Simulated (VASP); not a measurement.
# Be2Co (P6/mmm) in VASP: notebook, part 2 of 2

VASP 6.6.1. Earlier steps stand in the parts before.

### Step 3. Single point, PBE, collinear spin, ferromagnetic start

This run uses another cell than the first one, of 8.45 Å³/atom.

INCAR

```
SYSTEM = Be2Co
PREC = Accurate ; ENCUT = 520
EDIFF = 1E-6 ; ISMEAR = 0
SIGMA = 0.1 ; LREAL = .FALSE.
LASPH = .TRUE. ; NELM = 150
ALGO = Normal ; ISIF = 2
LWAVE = .FALSE. ; LCHARG = .TRUE.
ISPIN = 2 ; MAGMOM = 0 0 3
LORBIT = 11 ; LMAXMIX = 4
GGA = PE ; LELF = .TRUE.
LVHAR = .TRUE. ; NBANDS = 18
```

KPOINTS

```
Automatic mesh
0
G
  6 6 6
  0 0 0
```

POSCAR

```
Be2Co
1.0
    3.4970500309      0.0000000000      0.0000000000
   -1.7485250155      3.0285341651      0.0000000000
    0.0000000000      0.0000000000      2.3923075298
Be Co
2 1
Direct
    0.3333333333      0.6666666667      0.5000000000
    0.6666666667      0.3333333333      0.5000000000
    0.0000000000      0.0000000000      0.0000000000
```

Potentials or basis: VASP PAW PBE potentials, release 64 (Be, Co).

Launch:

```sh
> cat potpaw_PBE.64/Be/POTCAR potpaw_PBE.64/Co/POTCAR > POTCAR
> mpirun -np 1 vasp_std > vasp.out
```

It took 60 s on 1 thread of Intel Xeon 8259CL, shared host; peak memory 0.16 GiB.

Results (log left out):

```
Free energy                                           : -15.3732 eV
Pressure                                              : 0.3 GPa
Net moment                                            : 0.00 μB per cell
Valence electrons inside the program's atomic spheres : Be 1.20; Co 8.48
```

Stress tensor (GPa, compression positive):
```
0.35 0.00 0.00
0.00 0.35 0.00
0.00 0.00 0.11
```

Levels at points of the mesh, in eV from the Fermi level:
Spin up:
```
           k point  band 3  band 4  band 5  band 6  band 7  band 8  band 9  band 10
(0.00, 0.00, 0.00)   -3.08   -2.73   -0.15   -0.15    4.01    4.01    4.35     4.35
(0.50, 0.00, 0.00)   -2.87   -1.75   -1.09   -1.06   -0.38   -0.18    6.45    12.86
(0.00, 0.00, 0.50)   -2.44   -2.44   -1.20   -1.20    1.67    4.34    4.34     6.47
(0.50, 0.00, 0.50)   -2.88   -2.19   -1.74   -0.62   -0.19    3.40    4.14     5.12
```
Spin down:
```csv
k point,band 4,band 5,band 6,band 7,band 8,band 9
"(0.00, 0.00, 0.00)",-2.73,-0.15,-0.15,4.01,4.01,4.35
"(0.50, 0.00, 0.00)",-1.75,-1.09,-1.06,-0.38,-0.18,6.45
"(0.00, 0.00, 0.50)",-2.44,-1.20,-1.20,1.67,4.34,4.34
"(0.50, 0.00, 0.50)",-2.19,-1.74,-0.62,-0.19,3.40,4.14
```

Caveat: the k points lie up to 0.44 Å⁻¹ apart; the moments typed at the start vanished in this run.

### Step 4. Single point, PBE

This run uses another cell than the first one: it holds 6 atoms, not 3.

INCAR

```
PREC     = Accurate       # precision mode
ENCUT    = 520            # plane-wave cutoff, eV
EDIFF    = 1E-6           # SCF threshold, eV
ISMEAR   = 0              # smearing method
SIGMA    = 0.2            # smearing width, eV
LREAL    = F              # projectors in reciprocal space
LASPH    = T              # aspherical terms in the spheres
NELM     = 80             # most SCF steps
ALGO     = Normal         # electronic algorithm
ISIF     = 2              # what is computed and relaxed
LWAVE    = F              # write WAVECAR
LCHARG   = F              # write CHGCAR
GGA      = PE             # functional
NBANDS   = 22             # bands
```

KPOINTS

```
Automatic mesh
0
Gamma
  8 6 4
```

POSCAR

```
Be2Co
1.0
    0.0000000000      0.0000000000     -2.3907682497
    1.7503728610     -3.0317347273      0.0000000000
   -5.2511185828     -3.0317347274      0.0000000000
Be Co
4 2
Direct
    0.5000000000      0.5000000000      0.8333333333
    0.5000000000      0.0000000000      0.3333333333
    0.5000000000      0.0000000000      0.6666666667
    0.5000000000      0.5000000000      0.1666666667
    0.0000000000      0.5000000000      0.5000000000
    0.0000000000      0.0000000000      0.0000000000
```

Potentials or basis: VASP PAW PBE potentials, release 64 (Be, Co).

Launch:

```sh
> cat potpaw_PBE.64/Be/POTCAR potpaw_PBE.64/Co/POTCAR > POTCAR
> mpirun -np 1 vasp_std > vasp.out
```

OUTCAR:

```text
PREC = Accurate
   ENCUT = 520
   EDIFF = 1E-6
   ISMEAR = 0
   LREAL = F
   LASPH = T
   NELM = 80
   ISIF = 2
   GGA = PE

 ion  position               nearest neighbor table
   1  0.500  0.500  0.833-   3 2.02   3 2.02   4 2.02   5 2.35   5 2.35   6 2.35   6 2.35   6 2.35
                             6 2.35
   2  0.500  0.000  0.333-   4 2.02   4 2.02   3 2.02   6 2.35   6 2.35   5 2.35   5 2.35   5 2.35
                             5 2.35
   3  0.500  0.000  0.667-   1 2.02   1 2.02   2 2.02   6 2.35   6 2.35   5 2.35   5 2.35   5 2.35
                             5 2.35
   4  0.500  0.500  0.167-   2 2.02   2 2.02   1 2.02   5 2.35   5 2.35   6 2.35   6 2.35   6 2.35
[... 831 lines left out ...]
  Total        0.0387462      0.0399927     -0.0699900     -0.0010795     -0.0000000      0.0000000
  in kB        1.2232636      1.2626169     -2.2096697     -0.0340809     -0.0000000      0.0000000
  external PRESSURE =       0.0920703 kB  Pullay stress =       0.0000000 kB

 VOLUME and BASIS-vectors are now :
 -----------------------------------------------------------------------------
  energy-cutoff  :      520.00
  volume of cell :       50.75
      direct lattice vectors                 reciprocal lattice vectors
     0.000000000  0.000000000 -2.390768250     0.000000000  0.000000000 -0.418275590
     1.750372861 -3.031734727  0.000000000     0.142826712 -0.247383121  0.000000000
    -5.251118583 -3.031734727  0.000000000    -0.142826712 -0.082461040  0.000000000

 POSITION                                       TOTAL-FORCE (eV/Angst)
 -----------------------------------------------------------------------------------
     -3.50075     -4.04231     -1.19538        -0.004581     -0.002645      0.000000
     -1.75037     -1.01058     -1.19538        -0.004581     -0.002645      0.000000
     -3.50075     -2.02116     -1.19538         0.004581      0.002645     -0.000000
     -0.00000     -2.02116     -1.19538         0.004581      0.002645     -0.000000
     -1.75037     -3.03173      0.00000         0.000000      0.000000     -0.000000
      0.00000      0.00000      0.00000         0.000000     -0.000000     -0.000000
 -----------------------------------------------------------------------------------
    total drift:                               -0.000000     -0.000000     -0.000000

  FREE ENERGIE OF THE ION-ELECTRON SYSTEM (eV)
  ---------------------------------------------------
  free  energy   TOTEN  =       -30.7699429218 eV

  energy  without entropy=      -30.7245842337  energy(sigma->0) =      -30.74726358
```

OSZICAR:

```text
N       E                     dE             d eps       ncg     rms          rms(c)
DAV:   1     0.128807111867E+03    0.12881E+03   -0.10990E+04  2648   0.126E+03
DAV:   2    -0.308779890144E+02   -0.15969E+03   -0.15060E+03  2658   0.269E+02
DAV:   3    -0.389925134476E+02   -0.81145E+01   -0.78473E+01  3206   0.731E+01
DAV:   4    -0.391775637969E+02   -0.18505E+00   -0.18449E+00  3196   0.104E+01
DAV:   5    -0.391835943976E+02   -0.60306E-02   -0.60294E-02  3622   0.181E+00    0.264E+01
DAV:   6    -0.578270582122E+02   -0.18643E+02   -0.14697E+02  3060   0.197E+02    0.486E+01
DAV:   7    -0.309844807687E+02    0.26843E+02   -0.60593E+01  3028   0.121E+02    0.670E+00
DAV:   8    -0.308292611924E+02    0.15522E+00   -0.41523E+00  3734   0.220E+01    0.337E+00
DAV:   9    -0.307987652089E+02    0.30496E-01   -0.28846E-01  3270   0.858E+00    0.232E+00
DAV:  10    -0.307700229301E+02    0.28742E-01   -0.54828E-02  3164   0.384E+00    0.904E-01
DAV:  11    -0.307702017955E+02   -0.17887E-03   -0.31220E-03  2944   0.380E-01    0.550E-01
DAV:  12    -0.307699566630E+02    0.24513E-03   -0.33326E-04  4154   0.244E-01    0.101E-01
DAV:  13    -0.307699497335E+02    0.69295E-05   -0.35410E-05  3206   0.431E-02    0.627E-02
DAV:  14    -0.307699436043E+02    0.61292E-05   -0.61359E-06  3274   0.336E-02    0.175E-02
DAV:  15    -0.307699429218E+02    0.68246E-06   -0.14692E-06  1650   0.153E-02
   1 F= -.30769943E+02 E0= -.30747264E+02  d E =-.453587E-01
```

Run time: 2 min. Hardware: 1 thread of Intel Xeon 8259CL, shared host; peak memory 0.2 GiB.

Results:

| Quantity | Value |
| --- | --- |
| Free energy | -30.7699 eV |
| Pressure | 0.0 GPa |
| Largest force | 0.005 eV/Å |
| Band gap on the k mesh | zero (bands 13 and 14 overlap by 2.21 eV) |

Forces in eV/Å, atoms in the order of the input:
```
Be  -0.005 -0.003  0.000
Be  -0.005 -0.003  0.000
Be   0.005  0.003  0.000
Be   0.005  0.003  0.000
Co   0.000  0.000  0.000
Co   0.000  0.000  0.000
```

Stress tensor (GPa, compression positive):
```
 0.12  0.00  0.00
 0.00  0.13  0.00
 0.00  0.00 -0.22
```

Caveat: the run has no spin polarisation, though such a crystal can be magnetic. Spin polarisation is off, so any magnetic state and its effect on volume and gap are missing.
